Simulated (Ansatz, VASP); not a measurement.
Cu3GeS4 in VASP and in Ansatz

File INCAR:

```
PREC     = Accurate       # precision mode
ENCUT    = 700            # plane-wave cutoff, eV
EDIFF    = 1E-6           # SCF threshold, eV
ISMEAR   = -1             # smearing method
SIGMA    = 0.1            # smearing width, eV
LREAL    = F              # projectors in reciprocal space
LASPH    = T              # aspherical terms in the spheres
NELM     = 200            # most SCF steps
ALGO     = Normal         # electronic algorithm
ISIF     = 2              # what is computed and relaxed
LWAVE    = F              # write WAVECAR
LCHARG   = F              # write CHGCAR
LMAXMIX  = 4              # l up to which the mixer works
LDAU     = T              # DFT+U
LDAUTYPE = 2            
LDAUL    = -1 2 -1        # shell
LDAUU    = 0 4 0          # U, eV
LDAUJ    = 0 0 0        
LDAUPRINT= 1            
GGA      = PE             # functional
NBANDS   = 58             # bands
GGA_COMPAT= F
```

The input KPOINTS:

```
regular mesh
0
Gamma
  4 4 4
```

File POSCAR:

```
Cu3GeS4
1.0
    5.3752620000      0.0000000000      0.0000000000
    0.0000000000      5.3752620000      0.0000000000
    0.0000000000      0.0000000000      5.3752620000
Ge Cu S
1 3 4
Direct
    0.0000000000      0.0000000000      0.0000000000
    0.5000000000      0.0000000000      0.0000000000
    0.0000000000      0.5000000000      0.0000000000
    0.0000000000      0.0000000000      0.5000000000
    0.2350000000      0.2350000000      0.2350000000
    0.2350000000      0.7650000000      0.7650000000
    0.7650000000      0.7650000000      0.2350000000
    0.7650000000      0.2350000000      0.7650000000
```

Input for Ansatz:

```yaml
crystal:
  lattice:
    - [5.375262, 0.0, 0.0]
    - [0.0, 5.375262, 0.0]
    - [0.0, 0.0, 5.375262]
  atoms:
    - { symbol: Ge, position: [0.0, 0.0, 0.0] }
    - { symbol: Cu, position: [0.5, 0.0, 0.0] }
    - { symbol: Cu, position: [0.0, 0.5, 0.0] }
    - { symbol: Cu, position: [0.0, 0.0, 0.5] }
    - { symbol: S, position: [0.235, 0.235, 0.235] }
    - { symbol: S, position: [0.235, 0.765, 0.765] }
    - { symbol: S, position: [0.765, 0.765, 0.235] }
    - { symbol: S, position: [0.765, 0.235, 0.765] }
  symmetry: { tolerance: 0.0003 }
kpoints:
  mp_grid: { grid: [4, 4, 4], shift: [0, 0, 0] }
magnetization:
  spin_polarized: false
scf:
  occupations: { method: fermi_dirac }
  algorithm: density_mixing
hamiltonian:
  pseudopotentials: { kind: paw }
  xc: pbe
  hubbard: { sites: [{ species: Cu, l: d, u_eff: 4.0 }], double_counting: fll }
basis:
  ecutwfc: 420
output:
  forces: true
  stress: true
  eigenvalues: true
```

Alike in both runs: task single point; functional PBE; k mesh 4 × 4 × 4; no spin polarisation; Hubbard terms Cu d U = 4.0 eV.

|  | VASP | Ansatz |
| --- | --- | --- |
| version | VASP 6.6.1 | Ansatz 0.2.0 |
| potentials or method | VASP PAW PBE potentials, release 64 (Ge_d, Cu_sv_GW, S), cutoff 700 eV | PAW plane waves |
| occupations | fermi-dirac, width 0.1 eV | fermi-dirac |
| valence electrons in the cell | 95 | 95 |

|  | VASP | Ansatz | Ansatz less VASP |
| --- | --- | --- | --- |
| gap on the k mesh at the Fermi level (eV) | none | none | - |
| pressure (GPa) | 8.3 | 10.0 | +1.76 |
| rms of the force components (eV/Å) | 0.537 | 0.562 | +0.0247 |

The programs project onto different local orbitals, so the same U acts differently, and such runs can settle in different states. Atom by atom the forces differ by 0.025 eV/Å (rms over components). A gap of «none» marks a metal or a gap that the smearing closes. Ansatz's warnings: filled band counts differ across k points.
